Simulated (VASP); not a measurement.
Runs of VASP 6.6.1 on BN (Qingsongite). The structure is that of space group F-43m (No. 216), or close to it. The cells are those of the table. 

```csv
task,level,potentials or basis,cell,k mesh,cutoff (eV),smearing,second run,gap on the mesh (eV),pressure (GPa),relaxed volume (Å³/atom)
dielectric tensor,PBE,"VASP PAW PBE potentials, release 64 (B, N)","a = 2.552 Å, angles 60.0°, 2 atoms",10 × 10 × 10,520,gaussian 0.01 eV,-,4.46,-,-
single point,r2SCAN,"VASP PAW PBE potentials, release 64 (B, N)","a = 2.552 Å, angles 60.0°, 2 atoms",10 × 10 × 10,520,fermi-dirac 0.02 eV,-,4.98,1.1,-
single point,r2SCAN,"VASP PAW PBE potentials, release 64 (B_h, N_h)","a = 2.552 Å, angles 60.0°, 2 atoms",10 × 10 × 10,910,fermi-dirac 0.02 eV,hard_potentials,5.00,(b),-
single point,r2SCAN,"VASP PAW PBE potentials, release 64 (B, N)","a = 2.552 Å, angles 60.0°, 2 atoms",12 × 12 × 12,520,gaussian 0.01 eV,-,4.98,1.1,-
single point,LDA,"VASP PAW LDA potentials, release 64 (B, N)","a = 2.552 Å, angles 60.0°, 2 atoms",12 × 12 × 12,520,gaussian 0.01 eV,-,4.35,-8.5,-
single point,LDA,"VASP PAW LDA potentials, release 64 (B_h, N_h)","a = 2.532 Å, angles 60.0°, 2 atoms",10 × 10 × 10,910,fermi-dirac 0.02 eV,hard_potentials,4.38,0.5,-
relaxation of cell and atoms,LDA,"VASP PAW LDA potentials, release 64 (B, N)","relaxed from a = 2.563 Å, angles 60.0°, 2 atoms",10 × 10 × 10,600,fermi-dirac 0.02 eV,-,4.38,-0.1,5.75
single point,PBE,"VASP PAW PBE potentials, release 64 (B, N)","a = 2.563 Å, angles 60.0°, 2 atoms",10 × 10 × 10,520,fermi-dirac 0.02 eV,-,4.45,0.2,-
single point,PBEsol,"VASP PAW PBE potentials, release 64 (B, N)","a = 2.550 Å, angles 60.0°, 2 atoms",10 × 10 × 10,520,fermi-dirac 0.02 eV,-,4.28,0.6,-
single point,PBE,"VASP PAW PBE potentials, release 64 (B, N)","a = 2.552 Å, angles 60.0°, 2 atoms",6 × 6 × 6,520,gaussian 0.01 eV,-,4.46,(a),-
relaxation of cell and atoms,PBE,"VASP PAW PBE potentials, release 64 (B, N)","relaxed from a = 2.556 Å, angles 60.0°, 2 atoms",10 × 10 × 10,600,fermi-dirac 0.02 eV,-,4.45,0.0,(c)
relaxation of cell and atoms,PBEsol,"VASP PAW PBE potentials, release 64 (B, N)","relaxed from a = 2.563 Å, angles 60.0°, 2 atoms",10 × 10 × 10,600,fermi-dirac 0.02 eV,-,4.28,0.0,5.86
```

Alike in all rows: no spin polarisation.

Fill in the values left out.

(a) 5.1; (b) -0.5; (c) 5.95.

Caveats: some runs use coarse meshes; the PAW data sets were made with another functional, which shifts forces and pressure a little (some runs); the cutoff is under 1.25 times the usual one of these potentials, so pressure, stress and relaxed cells hold a basis-set (Pulay) error (some runs).

A k mesh can miss the band edges.
